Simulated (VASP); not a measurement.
The system is SiC5.

```
Si C
1.0
     4.60344    0.00000    0.00000
    -2.30172    3.98669    0.00000
     0.00000    0.00000    7.45341
Si C
2 10
Direct
  0.00000 0.00000 0.75000
  0.00000 0.00000 0.25000
  0.61981 0.00000 0.75000
  0.33333 0.66667 0.75000
  0.66667 0.33333 0.75000
  0.00000 0.61981 0.75000
  0.38019 0.38019 0.75000
  0.61981 0.61981 0.25000
  0.66667 0.33333 0.25000
  0.33333 0.66667 0.25000
  0.00000 0.38019 0.25000
  0.38019 0.00000 0.25000
```

| Quantity | Value |
| --- | --- |
| Program | VASP 6.6.1 |
| Task | relaxation of shape and atoms at fixed volume |
| Functional | PBE |
| Potentials or basis | VASP PAW PBE potentials, release 64 (Si, C) |
| Cutoff | 600 eV |
| k mesh | 12 × 12 × 4 |
| Occupations | gaussian, width 0.1 eV |
| Spin | no spin polarisation |

At the start: pressure 6.3 GPa; volume 11.40 Å³/atom.

Problem. Where does the relaxation end?

Solution. Over 6 steps the energy falls by 6.9 meV/atom; space group P6_3/mcm (No. 193, to 0.1 Å) before and after.

The path:
```
step  energy change (eV)  largest force (eV/Å)  pressure (GPa)  volume (Å³)
   1              0.0000                0.0080            6.34       136.79
   2             -0.0818                0.0137           -0.56       136.79
   3             -0.0826                0.0115            0.05       136.79
   4             -0.0826                0.0111            0.17       136.79
   5             -0.0826                0.0118            0.17       136.79
   6             -0.0826                0.0002            0.17       136.79
```

Final structure:
```
Si C
1.0
     4.64925    0.00000    0.00000
    -2.32463    4.02637    0.00000
     0.00000    0.00000    7.30724
Si C
2 10
Direct
  0.00000 0.00000 0.75000
  0.00000 0.00000 0.25000
  0.61983 0.00000 0.75000
  0.33333 0.66667 0.75000
  0.66667 0.33333 0.75000
  0.00000 0.61983 0.75000
  0.38017 0.38017 0.75000
  0.61983 0.61983 0.25000
  0.66667 0.33333 0.25000
  0.33333 0.66667 0.25000
  0.00000 0.38017 0.25000
  0.38017 0.00000 0.25000
```
